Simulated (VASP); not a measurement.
# ScAl4As (F-43m) in VASP: notebook

The runs below take ScAl4As through single point, relaxation of cell and atoms, with PBE.

All numbers are computed with VASP 6.6.1; they aren't measurements. Logs are shortened: lines on timing, memory, paths and dates and some standing lists are left out, and cuts for length are marked.

## (1) The cell of the first run

The structure is cubic, space group F-43m (No. 216). The conventional cell has a = 7.585 Å, b = 7.585 Å, c = 7.585 Å, α = 90.00°, β = 90.00°, γ = 90.00°. Within 4.2 Å of Sc (site symmetry -43m) lie 12 Al at 3.23 Å and 4 As at 3.28 Å. Al (site symmetry 3m) has 1 As at 2.01 Å and 3 Al at 2.09 Å within 2.7 Å. As (site symmetry -43m) has 4 Al at 2.01 Å within 2.7 Å.

## (2) Single point, PBE

Contents of INCAR:

```
SYSTEM = ScAl4As
PREC = Accurate
ENCUT = 520
EDIFF = 1E-6
ISMEAR = 0
SIGMA = 0.1
LREAL = .FALSE.
LASPH = .TRUE.
NELM = 80
ALGO = Normal
ISIF = 2
LWAVE = .FALSE.
LCHARG = .FALSE.
GGA = PE
NBANDS = 23
```

Contents of KPOINTS:

```
Automatic mesh
0
G
  4 4 4
  0 0 0
```

Contents of POSCAR:

```
ScAl4As
1.0
    0.0000000000      3.7925304700      3.7925304700
    3.7925304700      0.0000000000      3.7925304700
    3.7925304700      3.7925304700      0.0000000000
Sc Al As
1 4 1
Direct
    0.5000000000      0.5000000000      0.5000000000
    0.0972083000      0.0972083000      0.0972083000
    0.0972083000      0.0972083000      0.7083750900
    0.0972083000      0.7083750900      0.0972083000
    0.7083750900      0.0972083000      0.0972083000
    0.2500000000      0.2500000000      0.2500000000
```

Potentials or basis: VASP PAW PBE potentials, release 64 (Sc_sv, Al, As).

On the command line:

```console
cat potpaw_PBE.64/Sc_sv/POTCAR potpaw_PBE.64/Al/POTCAR potpaw_PBE.64/As/POTCAR > POTCAR
mpirun -np 1 vasp_std > vasp.out
```

OUTCAR:

```text
SYSTEM = ScAl4As
   PREC = Accurate
   ENCUT = 520
   EDIFF = 1E-6
   ISMEAR = 0
   LREAL = .FALSE.
   LASPH = .TRUE.
   NELM = 80
   ISIF = 2
   GGA = PE

 ion  position               nearest neighbor table
   1  0.500  0.500  0.500-   3 3.23   4 3.23   3 3.23   5 3.23   4 3.23   5 3.23   2 3.23   2 3.23
                             2 3.23   3 3.23   4 3.23   5 3.23
   2  0.097  0.097  0.097-   6 2.01   4 2.09   5 2.09   3 2.09   1 3.23   1 3.23   1 3.23   4 3.28
                             3 3.28   5 3.28
   3  0.097  0.097  0.708-   6 2.01   4 2.09   5 2.09   2 2.09   1 3.23   1 3.23   1 3.23   2 3.28
                             4 3.28   5 3.28
   4  0.097  0.708  0.097-   6 2.01   3 2.09   5 2.09   2 2.09   1 3.23   1 3.23   1 3.23   3 3.28
                             2 3.28   5 3.28
   5  0.708  0.097  0.097-   6 2.01   3 2.09   4 2.09   2 2.09   1 3.23   1 3.23   1 3.23   4 3.28
                             3 3.28   2 3.28
   6  0.250  0.250  0.250-   3 2.01   4 2.01   5 2.01   2 2.01

  LATTYP: Found a face centered cubic cell.
 ALAT       =     7.5850609400

  Lattice vectors:

 A1 = (   0.0000000000,   3.7925304700,   3.7925304700)
 A2 = (   3.7925304700,   0.0000000000,   3.7925304700)
 A3 = (   3.7925304700,   3.7925304700,   0.0000000000)

Analysis of symmetry for initial positions (statically):
=====================================================================
 Subroutine PRICEL returns:
 Original cell was already a primitive cell.

 Routine SETGRP: Setting up the symmetry group for a
 face centered cubic supercell.

 Subroutine GETGRP returns: Found 24 space group operations
 (whereof 24 operations were pure point group operations)
 out of a pool of 48 trial point group operations.

The static configuration has the point symmetry T_d .

Analysis of symmetry for dynamics (positions and initial velocities):
=====================================================================
 Subroutine PRICEL returns:
 Original cell was already a primitive cell.

 Routine SETGRP: Setting up the symmetry group for a
 face centered cubic supercell.

 Subroutine GETGRP returns: Found 24 space group operations
 (whereof 24 operations were pure point group operations)
 out of a pool of 48 trial point group operations.

The dynamic configuration has the point symmetry T_d .

 Subroutine INISYM returns: Found 24 space group operations
 (whereof 24 operations are pure point group operations),
 and found     1 'primitive' translations

----------------------------------------------------------------------------------------

                                     Primitive cell

  volume of cell :     109.0981

  direct lattice vectors                    reciprocal lattice vectors
     0.000000000  3.792530470  3.792530470    -0.131838097  0.131838097  0.131838097
     3.792530470  0.000000000  3.792530470     0.131838097 -0.131838097  0.131838097
     3.792530470  3.792530470  0.000000000     0.131838097  0.131838097 -0.131838097

  length of vectors
     5.363448026  5.363448026  5.363448026     0.228350282  0.228350282  0.228350282

  position of ions in fractional coordinates (direct lattice)
     0.500000000  0.500000000  0.500000000
     0.097208300  0.097208300  0.097208300
     0.097208300  0.097208300  0.708375090
     0.097208300  0.708375090  0.097208300
     0.708375090  0.097208300  0.097208300
     0.250000000  0.250000000  0.250000000

  ion indices of the primitive-cell ions
   primitive index   ion index
                 1           1
                 2           2
                 3           3
                 4           4
                 5           5
                 6           6

----------------------------------------------------------------------------------------

 KPOINTS: Automatic mesh

Automatic generation of k-mesh.
 Grid dimensions read from file:
 generate k-points for:    4    4    4

 Generating k-lattice:

  Cartesian coordinates                     Fractional coordinates (reciprocal lattice)
    -0.032959524  0.032959524  0.032959524     0.250000000  0.000000000  0.000000000
     0.032959524 -0.032959524  0.032959524     0.000000000  0.250000000  0.000000000
     0.032959524  0.032959524 -0.032959524     0.000000000  0.000000000  0.250000000

  Length of vectors
     0.057087571  0.057087571  0.057087571

  Shift w.r.t. Gamma in fractional coordinates (k-lattice)
     0.000000000  0.000000000  0.000000000

 Subroutine IBZKPT returns following result:
 ===========================================

 Found      8 irreducible k-points:

 Following reciprocal coordinates:
            Coordinates               Weight
  0.000000  0.000000  0.000000      1.000000
  0.250000  0.000000  0.000000      8.000000
  0.500000  0.000000  0.000000      4.000000
  0.250000  0.250000  0.000000      6.000000
  0.500000  0.250000  0.000000     24.000000
 -0.250000  0.250000  0.000000     12.000000
  0.500000  0.500000  0.000000      3.000000
 -0.250000  0.500000  0.250000      6.000000
   k-points           NKPTS =      8   k-points in BZ     NKDIM =      8   number of bands    NBANDS=     23
   number of dos      NEDOS =    301   number of ions     NIONS =      6
   total plane-waves  NPLWV =  64000
   dimension x,y,z NGX =    40 NGY =   40 NGZ =   40
   dimension x,y,z NGXF=    80 NGYF=   80 NGZF=   80
   ions per type =               1   4   1
   NGX,Y,Z   is equivalent  to a cutoff of  12.40, 12.40, 12.40 a.u.
   NGXF,Y,Z  is equivalent  to a cutoff of  24.80, 24.80, 24.80 a.u.
 SYSTEM =  ScAl4As
   PREC   = accura    normal or accurate (medium, high low for compatibility)
   ISTART =      0    job   : 0-new  1-cont  2-samecut
   ICHARG =      2    charge: 1-file 2-atom 10-const
   ISPIN  =      1    spin polarized calculation?
   LNONCOLLINEAR =      F non collinear calculations
   LSORBIT =      F    spin-orbit coupling
   LASPH  =      T    aspherical Exc in radial PAW
   ENCUT  =  520.0 eV  38.22 Ry    6.18 a.u.   9.97  9.97  9.97*2*pi/ulx,y,z
   NELM   =     80;   NELMIN=  2; NELMDL= -5     # of ELM steps
   EDIFF  = 0.1E-05   stopping-criterion for ELM
   LREAL  =      F    real-space projection
   EDIFFG = 0.1E-04   stopping-criterion for IOM
   NSW    =      0    number of steps for IOM
   IBRION =     -1    ionic relax: 0-MD 1-quasi-New 2-CG
   NFREE  =      0    steps in history (QN), initial steepest desc. (CG)
   ISIF   =      2    stress and relaxation
   ISYM   =      2    0-nonsym 1-usesym 2-fastsym
   POTIM  = 0.5000    time-step for ionic-motion
   TEBEG  =    0.0;   TEEND  =   0.0 temperature during run
   PSTRESS=    0.0 pullay stress
   NELECT =      28.0000    total number of electrons
   NUPDOWN=      -1.0000    fix difference up-down
   EMIN   =  10.00;   EMAX   =-10.00  energy-range for DOS
   EFERMI =   0.00;   METHOD = LEGACY
   ISMEAR =     0;   SIGMA  =   0.10  broadening in eV -4-tet -1-fermi 0-gaus
   EFERMI_NEDOS =   21; number of points for ismear=-14 and -15
   IALGO  =     38    algorithm
   IMIX   =      4    mixing-type and parameters
     AMIX     =   0.40;   BMIX     =  1.00
     AMIX_MAG =   1.60;   BMIX_MAG =  1.00
  volume/ion in A,a.u.               =      18.18       122.71
  Fermi-wavevector in a.u.,A,eV,Ry     =   1.040371  1.966017 14.726576  1.082373
  Thomas-Fermi vector in A             =   2.174944
   LORBIT       =      0    0 simple, 1 ext, 2 COOP (PROOUT), +10 PAW based schemes
   GGA     = PE    functional components
   LHFCALC =     F    Hartree Fock is set to
   AEXX    =    0.0000 exact exchange contribution
   IVDW    =     0    specifies the selected vdW correction
   LEPSILON=     F    determine dielectric tensor
   LRPA    =     F    only Hartree local field effects (RPA)
 non-spin polarized calculation
 Gauss-broadening in eV      SIGMA  =   0.10
  energy-cutoff  :      520.00
  volume of cell :      109.10
 maximum number of plane-waves:      2954
   NGX = 19   NGY = 19   NGZ = 19

 number of electron      27.9999996 magnetization

 Free energy of the ion-electron system (eV)
  ---------------------------------------------------
  ext. energy  EPLUGINS =         0.00000000
  ---------------------------------------------------
  free energy    TOTEN  =       -12.39614553 eV

  energy without entropy =      -12.37638688  energy(sigma->0) =      -12.38626621

 E-fermi :   6.4571     XC(G=0):  -9.7313

 val. band max:        6.3733110861   @ k =   0.5000   0.2500   0.0000
 cond. band min:       6.4888154216   @ k =   0.5000   0.0000   0.0000
 fundamental gap:      0.1155043355
 Fermi energy:         6.4570965993

 k-point     1 :       0.0000    0.0000    0.0000
  band No.  band energies     occupation
      1     -43.8599      2.00000
      2     -22.4723      2.00000
      3     -22.4723      2.00000
      4     -22.4723      2.00000
      5      -8.0960      2.00000
      6      -2.4389      2.00000
[... 15 lines left out ...]
     22      10.0571      0.00000
     23      10.0571      0.00000

 k-point     2 :       0.2500    0.0000    0.0000
  band No.  band energies     occupation
      1     -43.8599      2.00000
      2     -22.4734      2.00000
      3     -22.4725      2.00000
      4     -22.4725      2.00000
      5      -7.9595      2.00000
      6      -2.9372      2.00000
[... 15 lines left out ...]
     22      11.1124      0.00000
     23      11.1124      0.00000

 k-point     3 :       0.5000    0.0000    0.0000
  band No.  band energies     occupation
      1     -43.8598      2.00000
      2     -22.4745      2.00000
      3     -22.4727      2.00000
      4     -22.4726      2.00000
      5      -7.8075      2.00000
      6      -3.3728      2.00000
[... 15 lines left out ...]
     22      10.2769      0.00000
     23      10.2769      0.00000

 k-point     4 :       0.2500    0.2500    0.0000
  band No.  band energies     occupation
      1     -43.8599      2.00000
      2     -22.4734      2.00000
      3     -22.4727      2.00000
      4     -22.4727      2.00000
      5      -7.9131      2.00000
      6      -3.0708      2.00000
[... 15 lines left out ...]
     22      10.2330      0.00000
     23      11.2079      0.00000

 k-point     5 :       0.5000    0.2500    0.0000
  band No.  band energies     occupation
      1     -43.8598      2.00000
      2     -22.4742      2.00000
      3     -22.4731      2.00000
      4     -22.4729      2.00000
      5      -7.7592      2.00000
      6      -3.4529      2.00000
[... 15 lines left out ...]
     22       9.8717      0.00000
     23      10.9690      0.00000

 k-point     6 :      -0.2500    0.2500    0.0000
  band No.  band energies     occupation
      1     -43.8598      2.00000
      2     -22.4740      2.00000
      3     -22.4732      2.00000
      4     -22.4727      2.00000
      5      -7.8111      2.00000
      6      -3.3230      2.00000
[... 15 lines left out ...]
     22      10.9086      0.00000
     23      11.0376      0.00000

 k-point     7 :       0.5000    0.5000    0.0000
  band No.  band energies     occupation
      1     -43.8598      2.00000
      2     -22.4744      2.00000
      3     -22.4731      2.00000
      4     -22.4731      2.00000
      5      -7.7067      2.00000
      6      -3.5964      2.00000
[... 15 lines left out ...]
     22      10.1986      0.00000
     23      10.9684      0.00000

 k-point     8 :      -0.2500    0.5000    0.2500
  band No.  band energies     occupation
      1     -43.8598      2.00000
      2     -22.4741      2.00000
      3     -22.4734      2.00000
      4     -22.4731      2.00000
      5      -7.7061      2.00000
      6      -3.5522      2.00000
[... 15 lines left out ...]
     22      10.7775      0.00000
     23      10.8963      0.00000

------------------------ aborting loop because EDIFF is reached ----------------------------------------

  FORCE on cell =-STRESS in cart. coord.  units (eV):
  Direction    XX          YY          ZZ          XY          YZ          ZX
  --------------------------------------------------------------------------------------
  -------------------------------------------------------------------------------------
  Total       42.0267932     42.0267932     42.0267932      0.0000000      0.0000000     -0.0000000
  in kB      617.1910268    617.1910268    617.1910268      0.0000000      0.0000000     -0.0000000
  external PRESSURE =     617.1910268 kB  Pullay stress =       0.0000000 kB

 VOLUME and BASIS-vectors are now :
 -----------------------------------------------------------------------------
  energy-cutoff  :      520.00
  volume of cell :      109.10
      direct lattice vectors                 reciprocal lattice vectors
     0.000000000  3.792530470  3.792530470    -0.131838097  0.131838097  0.131838097
     3.792530470  0.000000000  3.792530470     0.131838097 -0.131838097  0.131838097
     3.792530470  3.792530470  0.000000000     0.131838097  0.131838097 -0.131838097

 POSITION                                       TOTAL-FORCE (eV/Angst)
 -----------------------------------------------------------------------------------
      3.79253      3.79253      3.79253        -0.000000      0.000000     -0.000000
      0.73733      0.73733      0.73733         2.554686      2.554686      2.554686
      3.05520      3.05520      0.73733        -2.554686     -2.554686      2.554686
      3.05520      0.73733      3.05520        -2.554686      2.554686     -2.554686
      0.73733      3.05520      3.05520         2.554686     -2.554686     -2.554686
      1.89627      1.89627      1.89627        -0.000000      0.000000     -0.000000
 -----------------------------------------------------------------------------------
    total drift:                               -0.000003     -0.000003     -0.000003

  FREE ENERGIE OF THE ION-ELECTRON SYSTEM (eV)
  ---------------------------------------------------
  free  energy   TOTEN  =       -12.3961455346 eV

  energy  without entropy=      -12.3763868810  energy(sigma->0) =      -12.38626621
```

It took 25 s on 1 thread of Intel Xeon 6975P-C (Granite Rapids), shared host; peak memory 0.24 GiB.

What came out:

* Free energy: -12.3961 eV
* Pressure: 61.7 GPa
* Largest force: 4.425 eV/Å
* Band gap on the k mesh: zero (band 14 reaches 6.67 eV, above the bottom of band 15 at 5.09 eV)

Forces in eV/Å, atoms in the order of the input:
```
Sc   0.000  0.000  0.000
Al   2.555  2.555  2.555
Al  -2.555 -2.555  2.555
Al  -2.555  2.555 -2.555
Al   2.555 -2.555 -2.555
As   0.000  0.000  0.000
```

Levels at points of the mesh, in eV from the Fermi level:
| k point | band 11 | band 12 | band 13 | band 14 | band 15 | band 16 | band 17 | band 18 |
| --- | --- | --- | --- | --- | --- | --- | --- | --- |
| (0.00, 0.00, 0.00) | -3.10 | -3.10 | -1.53 | -1.37 | -1.37 | 1.46 | 1.46 | 1.46 |
| (0.50, 0.00, 0.00) | -2.97 | -2.19 | 0.03 | 0.21 | 0.21 | 1.05 | 1.05 | 1.61 |
| (0.50, 0.50, 0.00) | -1.38 | -1.38 | -1.17 | -0.40 | 0.53 | 1.09 | 1.16 | 1.16 |

Caveat: forces of over 1 eV/Å act on the atoms, so gaps and moduli don't describe the material at rest.

## (3) Single point, PBE

This run uses another cell than the first one, of 30.80 Å³/atom, 1.694 times its volume.

Contents of INCAR:

```
  ALGO = Fast
  EDIFF = 1E-6
  ENCUT = 520
  GGA = PE
  ISIF = 2
  ISMEAR = 0
  LASPH = T
  LCHARG = T
  LELF = T
  LREAL = F
  LVHAR = T
  LWAVE = F
  NBANDS = 23
  NELM = 60
  PREC = Accurate
  SIGMA = 0.1
```

Contents of KPOINTS:

```
k-points
0
Gamma
  4 4 4
```

Contents of POSCAR:

```
ScAl4As
1.0
    0.0000000000      4.5207988823      4.5207988823
    4.5207988823      0.0000000000      4.5207988823
    4.5207988823      4.5207988823      0.0000000000
Sc Al As
1 4 1
Direct
    0.5000000000      0.5000000000      0.5000000000
    0.0995110793      0.0995110793      0.0995110793
    0.0995110793      0.0995110793      0.7014667622
    0.0995110793      0.7014667622      0.0995110793
    0.7014667622      0.0995110793      0.0995110793
    0.2500000000      0.2500000000      0.2500000000
```

Potentials or basis: VASP PAW PBE potentials, release 64 (Sc_sv, Al, As).

On the command line:

```console
cat potpaw_PBE.64/Sc_sv/POTCAR potpaw_PBE.64/Al/POTCAR potpaw_PBE.64/As/POTCAR > POTCAR
mpirun -np 1 vasp_std > vasp.out
```

Wall time 61 s (1 thread of Intel Xeon 6975P-C (Granite Rapids), shared host); peak memory 0.33 GiB.

Results (log left out):

```yaml
Free_energy: -22.1298 eV
Pressure: 0.3 GPa
Largest_force: 0.042 eV/Å
Band_gap_on_the_k_mesh: zero (band 14 reaches 2.94 eV, above the bottom of band 15 at 1.99 eV)
```

Forces in eV/Å, atoms in the order of the input:
```
Sc   0.000  0.000  0.000
Al  -0.024 -0.024 -0.024
Al   0.024  0.024 -0.024
Al   0.024 -0.024  0.024
Al  -0.024  0.024  0.024
As   0.000  0.000  0.000
```

Levels at points of the mesh, in eV from the Fermi level:
```
           k point  band 12  band 13  band 14  band 15  band 16  band 17
(0.00, 0.00, 0.00)    -2.53    -1.26    -0.76    -0.76     0.68     0.68
(0.50, 0.00, 0.00)    -2.12     0.20     0.20     0.23     0.44     0.46
(0.50, 0.50, 0.00)    -1.23    -1.16    -0.25    -0.03     0.41     0.50
```

## (4) Relaxation of cell and atoms, PBE

Contents of INCAR:

```
  ALGO = Normal
  EDIFF = 1E-7
  EDIFFG = -0.04
  ENCUT = 600
  GGA = PE
  IBRION = 2
  ISIF = 3
  ISMEAR = 0
  LASPH = T
  LCHARG = F
  LREAL = F
  LWAVE = F
  NELM = 100
  NSW = 90
  PREC = Accurate
  SIGMA = 0.1
```

KPOINTS is that of step 3.

Contents of POSCAR:

```
ScAl4As
1.0
    0.0000000000      3.7925304700      3.7925304700
    3.7925304700      0.0000000000      3.7925304700
    3.7925304700      3.7925304700      0.0000000000
Sc Al As
1 4 1
Direct
    0.5000000000      0.5000000000      0.5000000000
    0.0972083000      0.0972083000      0.0972083000
    0.0972083000      0.0972083000      0.7083750900
    0.0972083000      0.7083750900      0.0972083000
    0.7083750900      0.0972083000      0.0972083000
    0.2500000000      0.2500000000      0.2500000000
```

On the command line:

```console
cat potpaw_PBE.64/Sc_sv/POTCAR potpaw_PBE.64/Al/POTCAR potpaw_PBE.64/As/POTCAR > POTCAR
mpirun -np 1 vasp_std > vasp.out
```

Wall time 5.5 min (1 thread of Intel Xeon 6975P-C (Granite Rapids), shared host); peak memory 0.34 GiB.

Results (log left out):

```yaml
Free_energy: -22.1246 eV
Relaxed_volume: 31.08 Å³/atom
Relaxed_cell: a = 6.413 Å, b = 6.413 Å, c = 6.413 Å, α = 60.00°, β = 60.00°, γ = 60.00°
Space_group_after_relaxing_to_0.05_Å: F-43m (No. 216)
Energy_gained_by_relaxing: 1621.3 meV/atom
Ionic_steps: 10
Pressure_after_relaxing: 0.0 GPa
Band_gap_on_the_k_mesh: zero (band 14 reaches 2.89 eV, above the bottom of band 15 at 1.94 eV)
```

Forces on the atoms (eV/Å):
```
Sc   0.000  0.000  0.000
Al  -0.001 -0.001 -0.001
Al   0.001  0.001 -0.001
Al   0.001 -0.001  0.001
Al  -0.001  0.001  0.001
As   0.000  0.000  0.000
```

The path:
```csv
step,energy change (eV),largest force (eV/Å),pressure (GPa),volume (Å³)
1,0.0000,4.4242,61.73,109.10
2,-6.6927,2.0911,-3.59,261.30
3,-8.7303,3.6630,3.72,175.32
4,-8.6987,3.6179,1.73,184.03
5,-8.7266,3.6508,2.70,179.48
6,-9.5832,0.2779,-2.50,202.38
7,-9.6461,0.4455,-1.91,197.09
8,-9.7256,0.1090,-0.26,187.82
9,-9.7257,0.1319,-0.18,187.50
10,-9.7276,0.0022,0.00,186.46
```

Final structure:
```yaml
crystal:
  lattice:
    - [0.00000, 4.53438, 4.53438]
    - [4.53438, 0.00000, 4.53438]
    - [4.53438, 4.53438, 0.00000]
  atoms:
    - { symbol: Sc, position: [0.50000, 0.50000, 0.50000] }
    - { symbol: Al, position: [0.09940, 0.09940, 0.09940] }
    - { symbol: Al, position: [0.09940, 0.09940, 0.70181] }
    - { symbol: Al, position: [0.09940, 0.70181, 0.09940] }
    - { symbol: Al, position: [0.70181, 0.09940, 0.09940] }
    - { symbol: As, position: [0.25000, 0.25000, 0.25000] }
```

Levels at points of the mesh, in eV from the Fermi level:
```csv
k point,band 11,band 12,band 13,band 14,band 15,band 16,band 17,band 18
"(0.00, 0.00, 0.00)",-2.53,-2.53,-1.26,-0.75,-0.75,0.67,0.67,0.67
"(0.50, 0.00, 0.00)",-2.16,-2.12,0.20,0.20,0.23,0.44,0.44,0.75
"(0.50, 0.50, 0.00)",-1.22,-1.22,-1.15,-0.25,-0.03,0.41,0.50,0.50
```

Caveat: the volume moved by over 15 % at a fixed basis, so the end points are rough.

(Continued in part 2 of 2.)
